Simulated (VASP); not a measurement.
# LaScO3 (Pnma) in VASP: electric field gradients with r2SCAN

Aim: the electric field gradients of LaScO3 with r2SCAN.

All numbers are computed with VASP 6.6.1; they aren't measurements. Logs are shortened: lines on timing, memory, paths and dates and some standing lists are left out, and cuts for length are marked.

### Step 1. The cell of the first run

It takes space group Pnma (No. 62, orthorhombic). The conventional cell has a = 5.804 Å, b = 8.102 Å, c = 5.685 Å, α = 90.00°, β = 90.00°, γ = 90.00°. Within 3.1 Å of La (site symmetry m) lie 8 O at 2.38 to 2.90 Å. Sc (site symmetry -1) has 6 O at 2.10 to 2.12 Å within 2.8 Å. O (site symmetry m) has 2 Sc at 2.11 Å and 2 La at 2.38 to 2.53 Å within 2.8 Å. Within 3.2 Å of O (site symmetry 1) lie 2 Sc at 2.10 to 2.12 Å and 3 La at 2.41 to 2.90 Å and 9 O at 2.93 to 3.18 Å.

### Step 2. Electric field gradients, r2SCAN

The input, POSCAR:

```
LaScO3
1.0
    5.8035307700      0.0000000000      0.0000000000
    0.0000000000      8.1022583100      0.0000000000
    0.0000000000      0.0000000000      5.6850609100
La Sc O
4 4 12
Direct
    0.9553849100      0.2500000000      0.0114613500
    0.5446150900      0.7500000000      0.5114613500
    0.4553849100      0.2500000000      0.4885386500
    0.0446150900      0.7500000000      0.9885386500
    0.5000000000      0.0000000000      0.0000000000
    0.0000000000      0.0000000000      0.5000000000
    0.0000000000      0.5000000000      0.5000000000
    0.5000000000      0.5000000000      0.0000000000
    0.5337734100      0.2500000000      0.8994801500
    0.9662265900      0.7500000000      0.3994801500
    0.0337734100      0.2500000000      0.6005198500
    0.4662265900      0.7500000000      0.1005198500
    0.2962783300      0.9464756800      0.7036204100
    0.2037216700      0.0535243200      0.2036204100
    0.7962783300      0.5535243200      0.7963795900
    0.7037216700      0.4464756800      0.2963795900
    0.7037216700      0.0535243200      0.2963795900
    0.7962783300      0.9464756800      0.7963795900
    0.2037216700      0.4464756800      0.2036204100
    0.2962783300      0.5535243200      0.7036204100
```

The input, INCAR.step1:

```
PREC = Accurate ; ENCUT = 580
ISMEAR = -1 ; SIGMA = 0.02
LREAL = F ; LASPH = T
NELM = 200 ; NBANDS = 96
GGA = PE ; ALGO = Normal
EDIFF = 1E-5 ; LWAVE = T
LCHARG = F ; GGA_COMPAT = F
LMAXMIX = 6
```

The input, INCAR.step2:

```
PREC = Accurate ; ENCUT = 580
EDIFF = 1E-7 ; ISMEAR = -1
SIGMA = 0.02 ; LREAL = F
LASPH = T ; NELM = 200
ALGO = Normal ; ISIF = 2
LWAVE = F ; LCHARG = F
METAGGA = R2SCAN ; LMIXTAU = T
LEFG = T ; NBANDS = 96
ISTART = 1 ; GGA_COMPAT = F
LMAXMIX = 6
```

The input, KPOINTS:

```
regular mesh
0
Gamma
  4 3 4
```

Potentials or basis: VASP PAW PBE potentials, release 64 (La, Sc_sv, O).

On the command line:

```sh
> cat potpaw_PBE.64/La/POTCAR potpaw_PBE.64/Sc_sv/POTCAR potpaw_PBE.64/O/POTCAR > POTCAR
> cp INCAR.step1 INCAR
> mpirun -np 1 vasp_std > vasp.out
> cp INCAR.step2 INCAR
> mpirun -np 1 vasp_std > vasp.out
```

OUTCAR:

```text
PREC = Accurate
   ENCUT = 580
   EDIFF = 1E-7
   ISMEAR = -1
   LREAL = F
   LASPH = T
   NELM = 200
   ISIF = 2
   METAGGA = R2SCAN
   ISTART = 1

 ion  position               nearest neighbor table
   1  0.955  0.250  0.011-  11 2.38  14 2.41  19 2.41   9 2.53  17 2.70  16 2.70   5 3.33   8 3.33
                             7 3.45   6 3.45   6 3.55   7 3.55
   2  0.545  0.750  0.511-  12 2.38  13 2.41  20 2.41  10 2.53  18 2.70  15 2.70   6 3.33   7 3.33
                             5 3.45   8 3.45   5 3.55   8 3.55
   3  0.455  0.250  0.489-   9 2.38  16 2.41  17 2.41  11 2.53  14 2.70  19 2.70   6 3.33   7 3.33
                             5 3.45   8 3.45   5 3.55   8 3.55
   4  0.045  0.750  0.989-  10 2.38  15 2.41  18 2.41  12 2.53  13 2.70  20 2.70   5 3.33   8 3.33
                             7 3.45   6 3.45   6 3.55   7 3.55
   5  0.500  0.000  0.000-  13 2.10  17 2.10   9 2.11  12 2.11  14 2.12  18 2.12   1 3.33   4 3.33
                             3 3.45   2 3.45   2 3.55   3 3.55
   6  0.000  0.000  0.500-  14 2.10  18 2.10  10 2.11  11 2.11  17 2.12  13 2.12   2 3.33   3 3.33
                             1 3.45   4 3.45   1 3.55   4 3.55
   7  0.000  0.500  0.500-  15 2.10  19 2.10  10 2.11  11 2.11  16 2.12  20 2.12   2 3.33   3 3.33
                             1 3.45   4 3.45   1 3.55   4 3.55
   8  0.500  0.500  0.000-  16 2.10  20 2.10   9 2.11  12 2.11  19 2.12  15 2.12   1 3.33   4 3.33
                             3 3.45   2 3.45   2 3.55   3 3.55
   9  0.534  0.250  0.899-   5 2.11   8 2.11   3 2.38   1 2.53
  10  0.966  0.750  0.399-   6 2.11   7 2.11   4 2.38   2 2.53
  11  0.034  0.250  0.601-   6 2.11   7 2.11   1 2.38   3 2.53
  12  0.466  0.750  0.101-   5 2.11   8 2.11   2 2.38   4 2.53
  13  0.296  0.946  0.704-   5 2.10   6 2.12   2 2.41   4 2.70
  14  0.204  0.054  0.204-   6 2.10   5 2.12   1 2.41   3 2.70
  15  0.796  0.554  0.796-   7 2.10   8 2.12   4 2.41   2 2.70
  16  0.704  0.446  0.296-   8 2.10   7 2.12   3 2.41   1 2.70
  17  0.704  0.054  0.296-   5 2.10   6 2.12   3 2.41   1 2.70
  18  0.796  0.946  0.796-   6 2.10   5 2.12   4 2.41   2 2.70
  19  0.204  0.446  0.204-   7 2.10   8 2.12   1 2.41   3 2.70
  20  0.296  0.554  0.704-   8 2.10   7 2.12   2 2.41   4 2.70

  LATTYP: Found a simple orthorhombic cell.
 ALAT       =     5.6850609100
 B/A-ratio  =     1.0208388022
 C/A-ratio  =     1.4251840813

  Lattice vectors:

 A1 = (   0.0000000000,   0.0000000000,   5.6850609100)
 A2 = (   5.8035307700,   0.0000000000,   0.0000000000)
 A3 = (   0.0000000000,   8.1022583100,   0.0000000000)

[... 1928 lines left out ...]
  -------------------------------------------------------------------------------------
  Total        0.2480680      0.2466340     -0.1004557      0.0000000      0.0000000      0.0000000
  in kB        1.4867838      1.4781891     -0.6020764      0.0000000      0.0000000      0.0000000
  external PRESSURE =       0.7876322 kB  Pullay stress =       0.0000000 kB

 VOLUME and BASIS-vectors are now :
 -----------------------------------------------------------------------------
  energy-cutoff  :      580.00
  volume of cell :      267.32
      direct lattice vectors                 reciprocal lattice vectors
     5.803530770  0.000000000  0.000000000     0.172308899  0.000000000  0.000000000
     0.000000000  8.102258310  0.000000000     0.000000000  0.123422380  0.000000000
     0.000000000  0.000000000  5.685060910     0.000000000  0.000000000  0.175899611

 POSITION                                       TOTAL-FORCE (eV/Angst)
 -----------------------------------------------------------------------------------
      5.54461      2.02556      0.06516        -0.007392      0.000000     -0.007528
      3.16069      6.07669      2.90769         0.007392      0.000000     -0.007528
      2.64284      2.02556      2.77737        -0.007392      0.000000      0.007528
      0.25893      6.07669      5.61990         0.007392      0.000000      0.007528
      2.90177      0.00000      0.00000         0.000000      0.000000      0.000000
      0.00000      0.00000      2.84253         0.000000      0.000000      0.000000
[... 12 lines left out ...]
      1.18230      3.61746      1.15759         0.000137      0.015705      0.007698
      1.71946      4.48480      4.00012        -0.000137     -0.015705      0.007698
 -----------------------------------------------------------------------------------
    total drift:                               -0.000000      0.000000      0.000000

  FREE ENERGIE OF THE ION-ELECTRON SYSTEM (eV)
  ---------------------------------------------------
  free  energy   TOTEN  =      -313.3040598887 eV

  energy  without entropy=     -313.3040598887  energy(sigma->0) =     -313.30405989

 Electric field gradients (V/A^2)
---------------------------------------------------------------------
 ion       V_xx      V_yy      V_zz      V_xy      V_xz      V_yz
---------------------------------------------------------------------
   1     -23.920    68.611   -44.691     0.000   -93.951    -0.000
   2     -23.920    68.611   -44.691     0.000    93.951     0.000
   3     -23.920    68.611   -44.691     0.000    93.951    -0.000
   4     -23.920    68.611   -44.691     0.000   -93.951    -0.000
   5       3.194     0.895    -4.088    -5.469    -1.788    -3.225
   6       3.194     0.895    -4.088    -5.469     1.788     3.225
[... 12 lines left out ...]
  19      -2.363     2.556    -0.192    -8.886     7.534   -12.643
  20      -2.363     2.556    -0.192    -8.886    -7.534    12.643
---------------------------------------------------------------------

 Electric field gradients after diagonalization (V/A^2)
 (convention: |V_zz| > |V_xx| > |V_yy|)
----------------------------------------------------------------------
 ion       V_xx      V_yy      V_zz     asymmetry (V_yy - V_xx)/ V_zz
----------------------------------------------------------------------
   1      68.611    60.217  -128.829       0.065
   2      68.611    60.217  -128.829       0.065
   3      68.611    60.217  -128.829       0.065
   4      68.611    60.217  -128.829       0.065
   5      -7.472    -0.200     7.672       0.948
   6      -7.472    -0.200     7.672       0.948
[... 12 lines left out ...]
  19     -11.563    -8.409    19.972       0.158
  20     -11.563    -8.409    19.972       0.158
----------------------------------------------------------------------

           NMR quadrupolar parameters

 Cq : quadrupolar parameter    Cq=e*Q*V_zz/h
 eta: asymmetry parameters     (V_yy - V_xx)/ V_zz
 Q  : nuclear electric quadrupole moment in mb (millibarn)
----------------------------------------------------------------------
 ion       Cq(MHz)       eta       Q (mb)
----------------------------------------------------------------------
   1      -0.312       0.065       1.000
   2      -0.312       0.065       1.000
   3      -0.312       0.065       1.000
   4      -0.312       0.065       1.000
   5       0.019       0.948       1.000
   6       0.019       0.948       1.000
[... 12 lines left out ...]
  19       0.048       0.158       1.000
  20       0.048       0.158       1.000
----------------------------------------------------------------------
```

It took 2 h on 1 thread of Intel Xeon Platinum 8259CL at 2.50GHz (Skylake/Cascade Lake), shared host; peak memory 0.73 GiB.

What came out:

| Item | Value |
| --- | --- |
| Free energy | -313.3041 eV |
| Pressure | 0.1 GPa |
| Largest force | 0.017 eV/Å |
| Band gap on the k mesh | 4.52 eV |
| Largest electric field gradient by atom | La -128.8; Sc +7.7; O +9.2, +20.0 (each value once) V/Å² |

Forces in eV/Å, atoms in the order of the input:
```
La  -0.007  0.000 -0.008
La   0.007  0.000 -0.008
La  -0.007  0.000  0.008
La   0.007  0.000  0.008
Sc   0.000  0.000  0.000
Sc   0.000  0.000  0.000
Sc   0.000  0.000  0.000
Sc   0.000  0.000  0.000
O   -0.007  0.000  0.013
O    0.007  0.000  0.013
O   -0.007  0.000 -0.013
O    0.007  0.000 -0.013
O    0.000  0.016  0.008
O    0.000 -0.016  0.008
O    0.000 -0.016 -0.008
O    0.000  0.016 -0.008
O    0.000 -0.016 -0.008
O    0.000  0.016 -0.008
O    0.000  0.016  0.008
O    0.000 -0.016  0.008
```

Electric field gradients, principal values (V/Å²):
| atom | least | middle | greatest (by size) |
| --- | --- | --- | --- |
| 1 La | 60.217 | 68.611 | -128.829 |
| 2 La | 60.217 | 68.611 | -128.829 |
| 3 La | 60.217 | 68.611 | -128.829 |
| 4 La | 60.217 | 68.611 | -128.829 |
| 5 Sc | -0.200 | -7.472 | 7.672 |
| 6 Sc | -0.200 | -7.472 | 7.672 |
| 7 Sc | -0.200 | -7.472 | 7.672 |
| 8 Sc | -0.200 | -7.472 | 7.672 |
| 9 O | -4.322 | -4.870 | 9.192 |
| 10 O | -4.322 | -4.870 | 9.192 |
| 11 O | -4.322 | -4.870 | 9.192 |
| 12 O | -4.322 | -4.870 | 9.192 |
| 13 O | -8.409 | -11.563 | 19.972 |
| 14 O | -8.409 | -11.563 | 19.972 |
| 15 O | -8.409 | -11.563 | 19.972 |
| 16 O | -8.409 | -11.563 | 19.972 |
| 17 O | -8.409 | -11.563 | 19.972 |
| 18 O | -8.409 | -11.563 | 19.972 |
| 19 O | -8.409 | -11.563 | 19.972 |
| 20 O | -8.409 | -11.563 | 19.972 |

Caveat: without QUAD_EFG the Cq values of the log hold for a quadrupole moment of 1 mb, not for the nuclei; the PAW data sets were made with another functional, which shifts forces and pressure a little; spin-orbit coupling is left out, which moves the levels of the heavy elements. A k mesh can miss the band edges.
